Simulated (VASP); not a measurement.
A run of VASP 6.6.1 is set up as follows.

Contents of INCAR:

```
ALGO     = Fast           # electronic algorithm
EDIFF    = 1E-7           # SCF threshold, eV
ENCUT    = 520            # plane-wave cutoff, eV
ISIF     = 2              # what is computed and relaxed
ISMEAR   = 0              # smearing method
LASPH    = True           # aspherical terms in the spheres
LCHARG   = True           # write CHGCAR
LELF     = True           # ELF
LREAL    = False          # projectors in reciprocal space
LVHAR    = True         
LWAVE    = False          # write WAVECAR
NBANDS   = 11             # bands
NELM     = 60             # most SCF steps
PREC     = Accurate       # precision mode
SIGMA    = 0.15           # smearing width, eV
```

The input KPOINTS:

```
k-points
0
Gamma
  20 20 20
```

The input POSCAR:

```
Pt
1.0
    0.0000000000      1.9468328700      2.0831111709
    1.8397570622      0.0000000000      2.0831111709
    1.8397570622      1.9468328700      0.0000000000
Pt
1
Direct
    0.0000000000      0.0000000000      0.0000000000
```

Potentials or basis: VASP PAW LDA potentials, release 64 (Pt).

Launch:

```sh
$ cat potpaw_LDA.64/Pt/POTCAR > POTCAR
$ mpirun -np 1 vasp_std > vasp.out
```

(1) Predict the band gap on the k mesh.

(2) What does it give for the pressure?

## Answers

(1) zero (band 5 reaches 12.44 eV, above the bottom of band 6 at 9.67 eV).

(2) -1.1 GPa.

Caveat: the cell differs from its parent crystal (normal strain along x -0.0550, normal strain along z +0.0700); spin-orbit coupling is left out, which moves the levels of the heavy elements.
